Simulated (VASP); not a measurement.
# Co (P6_3/mmc) in VASP: single point with PBEsol

Aim: the single point of Co with PBEsol.

Program: VASP 6.6.1. These are calculated values, not measurements. Logs are shortened: lines on timing, memory, paths and dates and some standing lists are left out, and cuts for length are marked.

### Step 1. The cell of the first run

The structure is hexagonal, space group P6_3/mmc (No. 194). Conventional cell: a = 2.431 Å, b = 2.431 Å, c = 3.991 Å, α = 90.00°, β = 90.00°, γ = 120.00°. Within 3.2 Å of Co (site symmetry -6m2) lie 12 Co at 2.43 to 2.44 Å.

### Step 2. Single point, PBEsol, collinear spin, ferromagnetic start (biaxial strain in the a-b plane: -1.0 %, then relaxed in part)

File INCAR:

```
PREC = Accurate ; ENCUT = 690
EDIFF = 1E-6 ; ISMEAR = 0
SIGMA = 0.1 ; LREAL = False
LASPH = True ; NELM = 200
ALGO = Normal ; ISIF = 2
LWAVE = False ; LCHARG = False
ISPIN = 2 ; MAGMOM = 1.79 1.79
LORBIT = 11 ; LMAXMIX = 4
GGA = PS ; NBANDS = 28
GGA_COMPAT = False
```

File KPOINTS:

```
Automatic mesh
0
Gamma
  21 21 10
```

File POSCAR:

```
Co
1.0
    2.4313544143      0.0000000000      0.0000000000
   -1.2156772072      2.1056146884      0.0000000000
    0.0000000000      0.0000000000      3.9913064529
Co
2
Direct
    0.3333333333      0.6666666667      0.2500000000
    0.6666666667      0.3333333333      0.7500000000
```

Potentials or basis: VASP PAW PBE potentials, release 64 (Co_sv).

On the command line:

```sh
> cat potpaw_PBE.64/Co_sv/POTCAR > POTCAR
> mpirun -np 1 vasp_std > vasp.out
```

OUTCAR:

```text
PREC = Accurate
   ENCUT = 690
   EDIFF = 1E-6
   ISMEAR = 0
   LREAL = False
   LASPH = True
   NELM = 200
   ISIF = 2
   ISPIN = 2
   LORBIT = 11
   GGA = PS

 ion  position               nearest neighbor table
   1  0.333  0.667  0.250-   2 2.44   2 2.44   2 2.44   2 2.44   2 2.44   2 2.44
   2  0.667  0.333  0.750-   1 2.44   1 2.44   1 2.44   1 2.44   1 2.44   1 2.44

  LATTYP: Found a hexagonal cell.
 ALAT       =     2.4313544143
 C/A-ratio  =     1.6415979626

  Lattice vectors:

 A1 = (   2.4313544143,   0.0000000000,   0.0000000000)
 A2 = (  -1.2156772072,   2.1056146884,   0.0000000000)
 A3 = (   0.0000000000,   0.0000000000,   3.9913064529)

Analysis of symmetry for initial positions (statically):
=====================================================================
 Subroutine PRICEL returns:
 Original cell was already a primitive cell.

 Routine SETGRP: Setting up the symmetry group for a
 hexagonal supercell.

 Subroutine GETGRP returns: Found 24 space group operations
 (whereof 12 operations were pure point group operations)
 out of a pool of 24 trial point group operations.

The static configuration has the point symmetry D_3d.
 The point group associated with its full space group is D_6h.

Analysis of symmetry for dynamics (positions and initial velocities):
=====================================================================
 Subroutine PRICEL returns:
 Original cell was already a primitive cell.

 Routine SETGRP: Setting up the symmetry group for a
 hexagonal supercell.

 Subroutine GETGRP returns: Found 24 space group operations
 (whereof 12 operations were pure point group operations)
 out of a pool of 24 trial point group operations.

The dynamic configuration has the point symmetry D_3d.
 The point group associated with its full space group is D_6h.

Analysis of structural, dynamic, and magnetic symmetry:
=====================================================================
 Subroutine PRICEL returns:
 Original cell was already a primitive cell.

 Routine SETGRP: Setting up the symmetry group for a
 hexagonal supercell.

 Subroutine GETGRP returns: Found 24 space group operations
 (whereof 12 operations were pure point group operations)
 out of a pool of 24 trial point group operations.

The overall configuration has the point symmetry D_3d.
 The point group associated with its full space group is D_6h.

 Subroutine INISYM returns: Found 24 space group operations
 (whereof 12 operations are pure point group operations),
 and found     1 'primitive' translations

[... 116 lines left out ...]
  Fermi-wavevector in a.u.,A,eV,Ry     =   1.939934  3.665945 51.203426  3.763346
  Thomas-Fermi vector in A             =   2.969938
   LORBIT       =     11    0 simple, 1 ext, 2 COOP (PROOUT), +10 PAW based schemes
   GGA     = PS    functional components
   LHFCALC =     F    Hartree Fock is set to
   AEXX    =    0.0000 exact exchange contribution
   IVDW    =     0    specifies the selected vdW correction
   LEPSILON=     F    determine dielectric tensor
   LRPA    =     F    only Hartree local field effects (RPA)
 spin polarized calculation
 Gauss-broadening in eV      SIGMA  =   0.10
  energy-cutoff  :      690.00
  volume of cell :       20.43
 maximum number of plane-waves:       856
 NGX is ok and might be reduce to    24
   NGX = 11   NGY = 11   NGZ = 17

 number of electron      33.9999994 magnetization       3.1180864

 Free energy of the ion-electron system (eV)
  ---------------------------------------------------
  ext. energy  EPLUGINS =         0.00000000
  ---------------------------------------------------
  free energy    TOTEN  =       -15.63151795 eV

  energy without entropy =      -15.62306246  energy(sigma->0) =      -15.62729020

 E-fermi :  12.8042     XC(G=0): -14.4867

 val. band max:       12.8037100265   @ k =   0.1905   0.1905   0.4000
 cond. band min:      12.8093405713   @ k =   0.3333   0.2857   0.4000
 fundamental gap:      0.0056305448
 Fermi energy:        12.8042219590

 spin component 1

 k-point     1 :       0.0000    0.0000    0.0000
  band No.  band energies     occupation
      1     -82.9822      1.00000
      2     -82.9118      1.00000
      3     -46.5423      1.00000
      4     -46.1853      1.00000
      5     -46.1853      1.00000
      6     -46.1462      1.00000
[... 733 lines left out ...]
     27      38.7273      0.00000
     28      40.0038      0.00000

 [... further k-points ...]

 spin component 2

 k-point     1 :       0.0000    0.0000    0.0000
  band No.  band energies     occupation
      1     -81.0104      1.00000
      2     -80.9352      1.00000
      3     -44.6300      1.00000
      4     -44.2616      1.00000
      5     -44.2616      1.00000
      6     -44.2037      1.00000
[... 733 lines left out ...]
     27      39.0031      0.00000
     28      40.4410      0.00000

 [... further k-points ...]

------------------------ aborting loop because EDIFF is reached ----------------------------------------

  FORCE on cell =-STRESS in cart. coord.  units (eV):
  Direction    XX          YY          ZZ          XY          YZ          ZX
  --------------------------------------------------------------------------------------
  -------------------------------------------------------------------------------------
  Total        0.5371784      0.5371784     -0.1877045     -0.0000000      0.0000000      0.0000000
  in kB       42.1198588     42.1198588    -14.7178080     -0.0000000      0.0000000      0.0000000
  external PRESSURE =      23.1739699 kB  Pullay stress =       0.0000000 kB

 VOLUME and BASIS-vectors are now :
 -----------------------------------------------------------------------------
  energy-cutoff  :      690.00
  volume of cell :       20.43
      direct lattice vectors                 reciprocal lattice vectors
     2.431354414  0.000000000  0.000000000     0.411293390  0.237460350  0.000000000
    -1.215677207  2.105614688  0.000000000     0.000000000  0.474920699  0.000000000
     0.000000000  0.000000000  3.991306453     0.000000000  0.000000000  0.250544530

 POSITION                                       TOTAL-FORCE (eV/Angst)
 -----------------------------------------------------------------------------------
     -0.00000      1.40374      0.99783        -0.000000      0.000000      0.000000
      1.21568      0.70187      2.99348         0.000000     -0.000000      0.000000
 -----------------------------------------------------------------------------------
    total drift:                               -0.000000      0.000000     -0.000000

  FREE ENERGIE OF THE ION-ELECTRON SYSTEM (eV)
  ---------------------------------------------------
  free  energy   TOTEN  =       -15.6315179469 eV

  energy  without entropy=      -15.6230624571  energy(sigma->0) =      -15.62729020

 total charge

# of ion       s       p       d       tot
------------------------------------------
    1        2.260   6.137   6.705  15.102
    2        2.260   6.137   6.705  15.102
--------------------------------------------------
tot          4.519  12.273  13.411  30.203

 magnetization (x)

# of ion       s       p       d       tot
------------------------------------------
    1       -0.005  -0.014   1.635   1.616
    2       -0.005  -0.014   1.635   1.616
--------------------------------------------------
tot         -0.010  -0.028   3.269   3.231
```

stdout:

```text
POSCAR found type information on POSCAR Co
 POSCAR found :  1 types and       2 ions
 scaLAPACK will be used
 -----------------------------------------------------------------------------
|                                                                             |
|                                                                             |
|     You enforced a specific xc type in the INCAR file but a different       |
|     I HOPE YOU KNOW WHAT YOU ARE DOING!                                     |
|                                                                             |
 -----------------------------------------------------------------------------

 LDA part: xc-table for (Slater+PW92), standard interpolation
 POSCAR, INCAR and KPOINTS ok, starting setup
 FFT: planning ... GRIDC
 FFT: planning ... GRID_SOFT
 FFT: planning ... GRID
 WAVECAR not read
 entering main loop
```

It took 3.8 min on 1 thread of Intel Xeon 6975P-C (Granite Rapids), shared host; peak memory 0.41 GiB.

What came out:

```yaml
Free_energy: -15.6315 eV
Pressure: 2.3 GPa
Net_moment: 3.12 μB per cell
Site_moments: Co +1.62 μB
Valence_electrons_inside_the_program's_atomic_spheres: Co 15.10
```

Stress tensor (GPa, compression positive):
```
 4.21  0.00  0.00
 0.00  4.21  0.00
 0.00  0.00 -1.47
```

Caveat: the cell differs from its parent crystal (biaxial strain in the a-b plane: -1.0 %, then relaxed in part); the stress differs along the axes, from -1 to 4 GPa; the PAW data sets were made with another functional, which shifts forces and pressure a little.
